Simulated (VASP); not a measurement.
# AlAs (F-43m) in VASP: notebook

The runs below take AlAs through single point, with PBE.

All numbers are computed with VASP 6.6.1; they aren't measurements. Logs are shortened: lines on timing, memory, paths and dates and some standing lists are left out, and cuts for length are marked.

### 1 The cell of the first run

It takes space group F-43m (No. 216, cubic). Conventional cell: a = 5.661 Å, b = 5.661 Å, c = 5.661 Å, α = 90.00°, β = 90.00°, γ = 90.00°. Within 3.2 Å of Al (site symmetry -43m) lie 4 As at 2.45 Å. Within 3.2 Å of As (site symmetry -43m) lie 4 Al at 2.45 Å.

### 2 Single point, PBE

File INCAR:

```
SYSTEM = AlAs
PREC = Accurate
ENCUT = 500
EDIFF = 1E-6
ISMEAR = 1
SIGMA = 0.01
LREAL = .FALSE.
LASPH = .TRUE.
NELM = 120
ALGO = Normal
ISIF = 2
LWAVE = .FALSE.
LCHARG = .FALSE.
GGA = PE
NBANDS = 11
GGA_COMPAT = .FALSE.
```

File KPOINTS:

```
Automatic mesh
0
G
  2 2 2
  0 0 0
```

File POSCAR:

```
AlAs
1.0
    0.0000000000      2.8304000000      2.8304000000
    2.8304000000      0.0000000000      2.8304000000
    2.8304000000      2.8304000000      0.0000000000
Al As
1 1
Direct
    0.0000000000      0.0000000000      0.0000000000
    0.2500000000      0.2500000000      0.2500000000
```

Potentials or basis: VASP PAW PBE potentials, release 64 (Al, As).

Command:

```bash
cat potpaw_PBE.64/Al/POTCAR potpaw_PBE.64/As/POTCAR > POTCAR
mpirun -np 1 vasp_std > vasp.out
```

OUTCAR:

```text
SYSTEM = AlAs
   PREC = Accurate
   ENCUT = 500
   EDIFF = 1E-6
   ISMEAR = 1
   LREAL = .FALSE.
   LASPH = .TRUE.
   NELM = 120
   ISIF = 2
   GGA = PE

 ion  position               nearest neighbor table
   1  0.000  0.000  0.000-   2 2.45   2 2.45   2 2.45   2 2.45
   2  0.250  0.250  0.250-   1 2.45   1 2.45   1 2.45   1 2.45

  LATTYP: Found a face centered cubic cell.
 ALAT       =     5.6608000000

  Lattice vectors:

 A1 = (   0.0000000000,   2.8304000000,   2.8304000000)
 A2 = (   2.8304000000,   0.0000000000,   2.8304000000)
 A3 = (   2.8304000000,   2.8304000000,   0.0000000000)

Analysis of symmetry for initial positions (statically):
=====================================================================
 Subroutine PRICEL returns:
 Original cell was already a primitive cell.

 Routine SETGRP: Setting up the symmetry group for a
 face centered cubic supercell.

 Subroutine GETGRP returns: Found 24 space group operations
 (whereof 24 operations were pure point group operations)
 out of a pool of 48 trial point group operations.

The static configuration has the point symmetry T_d .

Analysis of symmetry for dynamics (positions and initial velocities):
=====================================================================
 Subroutine PRICEL returns:
 Original cell was already a primitive cell.

 Routine SETGRP: Setting up the symmetry group for a
 face centered cubic supercell.

 Subroutine GETGRP returns: Found 24 space group operations
 (whereof 24 operations were pure point group operations)
 out of a pool of 48 trial point group operations.

The dynamic configuration has the point symmetry T_d .

 Subroutine INISYM returns: Found 24 space group operations
 (whereof 24 operations are pure point group operations),
 and found     1 'primitive' translations

----------------------------------------------------------------------------------------

                                     Primitive cell

  volume of cell :      45.3496

  direct lattice vectors                    reciprocal lattice vectors
     0.000000000  2.830400000  2.830400000    -0.176653477  0.176653477  0.176653477
     2.830400000  0.000000000  2.830400000     0.176653477 -0.176653477  0.176653477
     2.830400000  2.830400000  0.000000000     0.176653477  0.176653477 -0.176653477

  length of vectors
     4.002790067  4.002790067  4.002790067     0.305972797  0.305972797  0.305972797

  position of ions in fractional coordinates (direct lattice)
     0.000000000  0.000000000  0.000000000
     0.250000000  0.250000000  0.250000000

  ion indices of the primitive-cell ions
   primitive index   ion index
                 1           1
                 2           2

----------------------------------------------------------------------------------------

 KPOINTS: Automatic mesh

Automatic generation of k-mesh.
 Grid dimensions read from file:
 generate k-points for:    2    2    2

 Generating k-lattice:

  Cartesian coordinates                     Fractional coordinates (reciprocal lattice)
    -0.088326738  0.088326738  0.088326738     0.500000000  0.000000000  0.000000000
     0.088326738 -0.088326738  0.088326738     0.000000000  0.500000000  0.000000000
     0.088326738  0.088326738 -0.088326738     0.000000000  0.000000000  0.500000000

  Length of vectors
     0.152986398  0.152986398  0.152986398

  Shift w.r.t. Gamma in fractional coordinates (k-lattice)
     0.000000000  0.000000000  0.000000000

 Subroutine IBZKPT returns following result:
 ===========================================

 Found      3 irreducible k-points:

 Following reciprocal coordinates:
            Coordinates               Weight
  0.000000  0.000000  0.000000      1.000000
  0.500000  0.000000  0.000000      4.000000
  0.500000  0.500000  0.000000      3.000000
   k-points           NKPTS =      3   k-points in BZ     NKDIM =      3   number of bands    NBANDS=     11
   number of dos      NEDOS =    301   number of ions     NIONS =      2
   total plane-waves  NPLWV =  27000
   dimension x,y,z NGX =    30 NGY =   30 NGZ =   30
   dimension x,y,z NGXF=    60 NGYF=   60 NGZF=   60
   ions per type =               1   1
   NGX,Y,Z   is equivalent  to a cutoff of  12.46, 12.46, 12.46 a.u.
   NGXF,Y,Z  is equivalent  to a cutoff of  24.92, 24.92, 24.92 a.u.
 SYSTEM =  AlAs
   PREC   = accura    normal or accurate (medium, high low for compatibility)
   ISTART =      0    job   : 0-new  1-cont  2-samecut
   ICHARG =      2    charge: 1-file 2-atom 10-const
   ISPIN  =      1    spin polarized calculation?
   LNONCOLLINEAR =      F non collinear calculations
   LSORBIT =      F    spin-orbit coupling
   LASPH  =      T    aspherical Exc in radial PAW
   ENCUT  =  500.0 eV  36.75 Ry    6.06 a.u.   7.30  7.30  7.30*2*pi/ulx,y,z
   NELM   =    120;   NELMIN=  2; NELMDL= -5     # of ELM steps
   EDIFF  = 0.1E-05   stopping-criterion for ELM
   LREAL  =      F    real-space projection
   EDIFFG = 0.1E-04   stopping-criterion for IOM
   NSW    =      0    number of steps for IOM
   IBRION =     -1    ionic relax: 0-MD 1-quasi-New 2-CG
   NFREE  =      0    steps in history (QN), initial steepest desc. (CG)
   ISIF   =      2    stress and relaxation
   ISYM   =      2    0-nonsym 1-usesym 2-fastsym
   POTIM  = 0.5000    time-step for ionic-motion
   TEBEG  =    0.0;   TEEND  =   0.0 temperature during run
   PSTRESS=    0.0 pullay stress
   NELECT =       8.0000    total number of electrons
   NUPDOWN=      -1.0000    fix difference up-down
   EMIN   =  10.00;   EMAX   =-10.00  energy-range for DOS
   EFERMI =   0.00;   METHOD = LEGACY
   ISMEAR =     1;   SIGMA  =   0.01  broadening in eV -4-tet -1-fermi 0-gaus
   EFERMI_NEDOS =   21; number of points for ismear=-14 and -15
   IALGO  =     38    algorithm
   IMIX   =      4    mixing-type and parameters
     AMIX     =   0.40;   BMIX     =  1.00
     AMIX_MAG =   1.60;   BMIX_MAG =  1.00
  volume/ion in A,a.u.               =      22.67       153.02
  Fermi-wavevector in a.u.,A,eV,Ry     =   0.918150  1.735052 11.469706  0.843000
  Thomas-Fermi vector in A             =   2.043199
   LORBIT       =      0    0 simple, 1 ext, 2 COOP (PROOUT), +10 PAW based schemes
   GGA     = PE    functional components
   LHFCALC =     F    Hartree Fock is set to
   AEXX    =    0.0000 exact exchange contribution
   IVDW    =     0    specifies the selected vdW correction
   LEPSILON=     F    determine dielectric tensor
   LRPA    =     F    only Hartree local field effects (RPA)
 non-spin polarized calculation
 Methfessel and Paxton  Order N= 1 SIGMA  =   0.01
  energy-cutoff  :      500.00
  volume of cell :       45.35
 maximum number of plane-waves:      1162
 NGX is ok and might be reduce to    30
   NGX = 15   NGY = 15   NGZ = 15

 number of electron       8.0000000 magnetization

 Free energy of the ion-electron system (eV)
  ---------------------------------------------------
  ext. energy  EPLUGINS =         0.00000000
  ---------------------------------------------------
  free energy    TOTEN  =        -7.38821718 eV

  energy without entropy =       -7.38843460  energy(sigma->0) =       -7.38828965

 E-fermi :   4.2350     XC(G=0):  -8.8482

 val. band max:        4.2265738967   @ k =   0.0000   0.0000   0.0000
 cond. band min:       5.4880402383   @ k =   0.5000   0.5000   0.0000
 fundamental gap:      1.2614663416
 Fermi energy:         4.2349926031

 k-point     1 :       0.0000    0.0000    0.0000
  band No.  band energies     occupation
      1      -7.6385      2.00000
      2       4.2266      2.00000
      3       4.2266      2.00000
      4       4.2266      1.99999
      5       6.2553      0.00000
      6       8.2903      0.00000
      7       8.2903      0.00000
      8       8.2903      0.00000
      9      12.9974      0.00000
     10      13.0302      0.00000
     11      13.0302      0.00000

 k-point     2 :       0.5000    0.0000    0.0000
  band No.  band energies     occupation
      1      -6.1573      2.00000
      2      -1.4842      2.00000
      3       3.3650      2.00000
      4       3.3650      2.00000
      5       6.2390      0.00000
      6       8.6945      0.00000
      7       8.6945      0.00000
      8      11.8973      0.00000
      9      15.4549      0.00000
     10      15.5987      0.00000
     11      15.5987      0.00000

 k-point     3 :       0.5000    0.5000    0.0000
  band No.  band energies     occupation
      1      -5.5726      2.00000
      2      -1.3559      2.00000
      3       1.9724      2.00000
      4       1.9724      2.00000
      5       5.4880      0.00000
      6       6.3623      0.00000
      7      14.4365      0.00000
      8      14.4365      0.00000
      9      16.0793      0.00000
     10      16.6634      0.00000
     11      16.6634      0.00000

------------------------ aborting loop because EDIFF is reached ----------------------------------------

  FORCE on cell =-STRESS in cart. coord.  units (eV):
  Direction    XX          YY          ZZ          XY          YZ          ZX
  --------------------------------------------------------------------------------------
  -------------------------------------------------------------------------------------
  Total        2.2596523      2.2596523      2.2596523     -0.0000000     -0.0000000     -0.0000000
  in kB       79.8323216     79.8323216     79.8323216     -0.0000000     -0.0000000     -0.0000000
  external PRESSURE =      79.8323216 kB  Pullay stress =       0.0000000 kB

 VOLUME and BASIS-vectors are now :
 -----------------------------------------------------------------------------
  energy-cutoff  :      500.00
  volume of cell :       45.35
      direct lattice vectors                 reciprocal lattice vectors
     0.000000000  2.830400000  2.830400000    -0.176653477  0.176653477  0.176653477
     2.830400000  0.000000000  2.830400000     0.176653477 -0.176653477  0.176653477
     2.830400000  2.830400000  0.000000000     0.176653477  0.176653477 -0.176653477

 POSITION                                       TOTAL-FORCE (eV/Angst)
 -----------------------------------------------------------------------------------
      0.00000      0.00000      0.00000         0.000000      0.000000      0.000000
      1.41520      1.41520      1.41520        -0.000000     -0.000000     -0.000000
 -----------------------------------------------------------------------------------
    total drift:                               -0.000000     -0.000000     -0.000000

  FREE ENERGIE OF THE ION-ELECTRON SYSTEM (eV)
  ---------------------------------------------------
  free  energy   TOTEN  =        -7.3882171772 eV

  energy  without entropy=       -7.3884345987  energy(sigma->0) =       -7.38828965
```

It took 7.9 s on 1 thread of AMD EPYC 7R13, shared host; peak memory 0.13 GiB.

Results:

* Free energy: -7.3882 eV
* Pressure: 8.0 GPa
* Band gap on the k mesh: 1.26 eV, indirect (least direct gap 2.03 eV)

Caveat: the k points lie up to 0.96 Å⁻¹ apart. A hybrid or GW would open this gap; PBE tends to underestimate it.

(Part 1 of 3 ends here.)
